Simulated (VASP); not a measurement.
# CdSe (Pm-3m) in VASP: a series of runs, part 2 of 2

VASP 6.6.1. The steps go on from the part before.

## Step 3: Single point, PBE

This run uses another cell than the first one, of 23.85 Å³/atom, 1.019 times its volume.

The input, INCAR:

```
SYSTEM = CdSe
ALGO = Normal
EDIFF = 1E-6
ENCUT = 500
GGA = PE
GGA_COMPAT = .False.
ISIF = 2
ISMEAR = -1
LASPH = .True.
LCHARG = .False.
LREAL = .False.
LWAVE = .False.
NBANDS = 16
NELM = 120
PREC = Accurate
SIGMA = 0.05
```

The input, KPOINTS:

```
k-points
0
Gamma
  8 8 8
  0 0 0
```

The input, POSCAR:

```
CdSe
1.0
    3.6266200636      0.0000000000      0.0000000000
    0.0000000000      3.6266200636      0.0000000000
    0.0000000000      0.0000000000      3.6266200636
Cd Se
1 1
Direct
    0.5000000000      0.5000000000      0.5000000000
    0.0000000000      0.0000000000      0.0000000000
```

Potentials or basis: VASP PAW PBE potentials, release 64 (Cd, Se).

Run with:

```sh
$ cat potpaw_PBE.64/Cd/POTCAR potpaw_PBE.64/Se/POTCAR > POTCAR
$ mpirun -np 1 vasp_std > vasp.out
```

OUTCAR:

```text
SYSTEM = CdSe
   EDIFF = 1E-6
   ENCUT = 500
   GGA = PE
   ISIF = 2
   ISMEAR = -1
   LASPH = .True.
   LREAL = .False.
   NELM = 120
   PREC = Accurate

 ion  position               nearest neighbor table
   1  0.500  0.500  0.500-   2 3.14   2 3.14   2 3.14   2 3.14   2 3.14   2 3.14   2 3.14   2 3.14

   2  0.000  0.000  0.000-   1 3.14   1 3.14   1 3.14   1 3.14   1 3.14   1 3.14   1 3.14   1 3.14

  LATTYP: Found a simple cubic cell.
 ALAT       =     3.6266200636

  Lattice vectors:

 A1 = (   3.6266200636,   0.0000000000,   0.0000000000)
 A2 = (   0.0000000000,   3.6266200636,   0.0000000000)
 A3 = (   0.0000000000,   0.0000000000,   3.6266200636)

Analysis of symmetry for initial positions (statically):
=====================================================================
 Subroutine PRICEL returns:
 Original cell was already a primitive cell.

 Routine SETGRP: Setting up the symmetry group for a
 simple cubic supercell.

 Subroutine GETGRP returns: Found 48 space group operations
 (whereof 48 operations were pure point group operations)
 out of a pool of 48 trial point group operations.

The static configuration has the point symmetry O_h .

Analysis of symmetry for dynamics (positions and initial velocities):
=====================================================================
 Subroutine PRICEL returns:
 Original cell was already a primitive cell.

 Routine SETGRP: Setting up the symmetry group for a
 simple cubic supercell.

 Subroutine GETGRP returns: Found 48 space group operations
 (whereof 48 operations were pure point group operations)
 out of a pool of 48 trial point group operations.

The dynamic configuration has the point symmetry O_h .

 Subroutine INISYM returns: Found 48 space group operations
 (whereof 48 operations are pure point group operations),
 and found     1 'primitive' translations

----------------------------------------------------------------------------------------

                                     Primitive cell

  volume of cell :      47.6987

  direct lattice vectors                    reciprocal lattice vectors
     3.626620064  0.000000000  0.000000000     0.275738837  0.000000000  0.000000000
     0.000000000  3.626620064  0.000000000     0.000000000  0.275738837  0.000000000
     0.000000000  0.000000000  3.626620064     0.000000000  0.000000000  0.275738837

  length of vectors
     3.626620064  3.626620064  3.626620064     0.275738837  0.275738837  0.275738837

  position of ions in fractional coordinates (direct lattice)
     0.500000000  0.500000000  0.500000000
     0.000000000  0.000000000  0.000000000

  ion indices of the primitive-cell ions
   primitive index   ion index
                 1           1
                 2           2

----------------------------------------------------------------------------------------

 KPOINTS: k-points

Automatic generation of k-mesh.
 Grid dimensions read from file:
 generate k-points for:    8    8    8

 Generating k-lattice:

  Cartesian coordinates                     Fractional coordinates (reciprocal lattice)
     0.034467355  0.000000000  0.000000000     0.125000000  0.000000000  0.000000000
     0.000000000  0.034467355  0.000000000     0.000000000  0.125000000  0.000000000
     0.000000000  0.000000000  0.034467355     0.000000000  0.000000000  0.125000000

  Length of vectors
     0.034467355  0.034467355  0.034467355

  Shift w.r.t. Gamma in fractional coordinates (k-lattice)
     0.000000000  0.000000000  0.000000000

 Subroutine IBZKPT returns following result:
 ===========================================

 Found     35 irreducible k-points:

 Following reciprocal coordinates:
            Coordinates               Weight
  0.000000  0.000000  0.000000      1.000000
  0.125000  0.000000  0.000000      6.000000
  0.250000  0.000000  0.000000      6.000000
  0.375000  0.000000  0.000000      6.000000
  0.500000  0.000000  0.000000      3.000000
  0.125000  0.125000  0.000000     12.000000
[... 16 lines left out ...]
  0.375000  0.375000  0.125000     24.000000
  0.500000  0.375000  0.125000     24.000000
 [... further k-points ...]
   k-points           NKPTS =     35   k-points in BZ     NKDIM =     35   number of bands    NBANDS=     16
   number of dos      NEDOS =    301   number of ions     NIONS =      2
   total plane-waves  NPLWV =  21952
   dimension x,y,z NGX =    28 NGY =   28 NGZ =   28
   dimension x,y,z NGXF=    56 NGYF=   56 NGZF=   56
   ions per type =               1   1
   NGX,Y,Z   is equivalent  to a cutoff of  12.84, 12.84, 12.84 a.u.
   NGXF,Y,Z  is equivalent  to a cutoff of  25.67, 25.67, 25.67 a.u.
 SYSTEM =  CdSe
   PREC   = accura    normal or accurate (medium, high low for compatibility)
   ISTART =      0    job   : 0-new  1-cont  2-samecut
   ICHARG =      2    charge: 1-file 2-atom 10-const
   ISPIN  =      1    spin polarized calculation?
   LNONCOLLINEAR =      F non collinear calculations
   LSORBIT =      F    spin-orbit coupling
   LASPH  =      T    aspherical Exc in radial PAW
   ENCUT  =  500.0 eV  36.75 Ry    6.06 a.u.   6.61  6.61  6.61*2*pi/ulx,y,z
   NELM   =    120;   NELMIN=  2; NELMDL= -5     # of ELM steps
   EDIFF  = 0.1E-05   stopping-criterion for ELM
   LREAL  =      F    real-space projection
   EDIFFG = 0.1E-04   stopping-criterion for IOM
   NSW    =      0    number of steps for IOM
   IBRION =     -1    ionic relax: 0-MD 1-quasi-New 2-CG
   NFREE  =      0    steps in history (QN), initial steepest desc. (CG)
   ISIF   =      2    stress and relaxation
   ISYM   =      2    0-nonsym 1-usesym 2-fastsym
   POTIM  = 0.5000    time-step for ionic-motion
   TEBEG  =    0.0;   TEEND  =   0.0 temperature during run
   PSTRESS=    0.0 pullay stress
   NELECT =      18.0000    total number of electrons
   NUPDOWN=      -1.0000    fix difference up-down
   EMIN   =  10.00;   EMAX   =-10.00  energy-range for DOS
   EFERMI =   0.00;   METHOD = LEGACY
   ISMEAR =    -1;   SIGMA  =   0.05  broadening in eV -4-tet -1-fermi 0-gaus
   EFERMI_NEDOS =   21; number of points for ismear=-14 and -15
   IALGO  =     38    algorithm
   IMIX   =      4    mixing-type and parameters
     AMIX     =   0.40;   BMIX     =  1.00
     AMIX_MAG =   1.60;   BMIX_MAG =  1.00
  volume/ion in A,a.u.               =      23.85       160.94
  Fermi-wavevector in a.u.,A,eV,Ry     =   1.183033  2.235609 19.042273  1.399568
  Thomas-Fermi vector in A             =   2.319276
   LORBIT       =      0    0 simple, 1 ext, 2 COOP (PROOUT), +10 PAW based schemes
   GGA     = PE    functional components
   LHFCALC =     F    Hartree Fock is set to
   AEXX    =    0.0000 exact exchange contribution
   IVDW    =     0    specifies the selected vdW correction
   LEPSILON=     F    determine dielectric tensor
   LRPA    =     F    only Hartree local field effects (RPA)
 non-spin polarized calculation
  energy-cutoff  :      500.00
  volume of cell :       47.70
 maximum number of plane-waves:      1231
 NGX is ok and might be reduce to    28
   NGX = 13   NGY = 13   NGZ = 13

 number of electron      18.0000003 magnetization

 Free energy of the ion-electron system (eV)
  ---------------------------------------------------
  ext. energy  EPLUGINS =         0.00000000
  ---------------------------------------------------
  free energy    TOTEN  =        -4.28641636 eV

  energy without entropy =       -4.27264328  energy(sigma->0) =       -4.27952982

 E-fermi :   2.7309     XC(G=0): -10.1277

 val. band max:        2.6342240120   @ k =   0.3750   0.1250   0.0000
 cond. band min:       2.7435391972   @ k =   0.3750   0.2500   0.0000
 fundamental gap:      0.1093151851
 Fermi energy:         2.7309260069

 k-point     1 :       0.0000    0.0000    0.0000
  band No.  band energies     occupation
      1     -10.4817      2.00000
      2      -5.8665      2.00000
      3      -5.8665      2.00000
      4      -5.5107      2.00000
      5      -5.5107      2.00000
      6      -5.5107      2.00000
[... 8 lines left out ...]
     15      12.8362      0.00000
     16      17.0435      0.00000
[... 419 lines left out ...]
 k-point    24 :       0.5000    0.3750    0.1250
  band No.  band energies     occupation
      1      -9.3540      2.00000
      2      -5.6927      2.00000
      3      -5.6874      2.00000
      4      -5.6458      2.00000
      5      -5.4416      2.00000
      6      -5.4241      2.00000
[... 8 lines left out ...]
     15      14.6051      0.00000
     16      14.6273      0.00000

 [... further k-points ...]
[... 5 lines left out ...]
  --------------------------------------------------------------------------------------
  -------------------------------------------------------------------------------------
  Total       -0.8111473     -0.8111473     -0.8111473      0.0000000     -0.0000000      0.0000000
  in kB      -27.2460866    -27.2460866    -27.2460866      0.0000000     -0.0000000      0.0000000
  external PRESSURE =     -27.2460866 kB  Pullay stress =       0.0000000 kB

 VOLUME and BASIS-vectors are now :
 -----------------------------------------------------------------------------
  energy-cutoff  :      500.00
  volume of cell :       47.70
      direct lattice vectors                 reciprocal lattice vectors
     3.626620064  0.000000000  0.000000000     0.275738837  0.000000000  0.000000000
     0.000000000  3.626620064  0.000000000     0.000000000  0.275738837  0.000000000
     0.000000000  0.000000000  3.626620064     0.000000000  0.000000000  0.275738837

 POSITION                                       TOTAL-FORCE (eV/Angst)
 -----------------------------------------------------------------------------------
      1.81331      1.81331      1.81331         0.000000      0.000000      0.000000
      0.00000      0.00000      0.00000         0.000000      0.000000      0.000000
 -----------------------------------------------------------------------------------
    total drift:                                0.000000      0.000000      0.000000

  FREE ENERGIE OF THE ION-ELECTRON SYSTEM (eV)
  ---------------------------------------------------
  free  energy   TOTEN  =        -4.2864163579 eV

  energy  without entropy=       -4.2726432750  energy(sigma->0) =       -4.27952982
```

OSZICAR:

```text
N       E                     dE             d eps       ncg     rms          rms(c)
DAV:   1     0.937458594055E+02    0.93746E+02   -0.86881E+03  1128   0.100E+03
DAV:   2    -0.179054293884E+01   -0.95536E+02   -0.89814E+02  1408   0.241E+02
DAV:   3    -0.483897850951E+01   -0.30484E+01   -0.30404E+01  1288   0.424E+01
DAV:   4    -0.484491086603E+01   -0.59324E-02   -0.59322E-02  1360   0.210E+00
DAV:   5    -0.484493055779E+01   -0.19692E-04   -0.19692E-04  1368   0.109E-01    0.440E+00
DAV:   6    -0.429482329637E+01    0.55011E+00   -0.10065E+00  1232   0.958E+00    0.398E+00
DAV:   7    -0.429026485267E+01    0.45584E-02   -0.77028E-02  1192   0.249E+00    0.197E+00
DAV:   8    -0.428650002976E+01    0.37648E-02   -0.78558E-03  1256   0.915E-01    0.240E-01
DAV:   9    -0.428637259493E+01    0.12743E-03   -0.65508E-04  1384   0.258E-01    0.689E-02
DAV:  10    -0.428643307563E+01   -0.60481E-04   -0.15101E-04  1208   0.119E-01    0.224E-02
DAV:  11    -0.428641624429E+01    0.16831E-04   -0.31940E-05  1200   0.496E-02    0.597E-03
DAV:  12    -0.428641635793E+01   -0.11364E-06   -0.37896E-06  1264   0.174E-02
   1 F= -.42864164E+01 E0= -.42795298E+01  d E =-.137731E-01
```

stdout:

```text
POSCAR found type information on POSCAR CdSe
 POSCAR found :  2 types and       2 ions
 scaLAPACK will be used
 LDA part: xc-table for (Slater+PW92), standard interpolation
 POSCAR, INCAR and KPOINTS ok, starting setup
 FFT: planning ... GRIDC
 FFT: planning ... GRID_SOFT
 FFT: planning ... GRID
 WAVECAR not read
 entering main loop
```

It took 33 s on 1 thread of Intel Xeon 8259CL, shared host; peak memory 0.16 GiB.

Results:

```yaml
Free_energy: -4.2864 eV
Pressure: -2.7 GPa
Band_gap_on_the_k_mesh: zero (band 9 reaches 2.85 eV, above the bottom of band 10 at 1.70 eV)
```
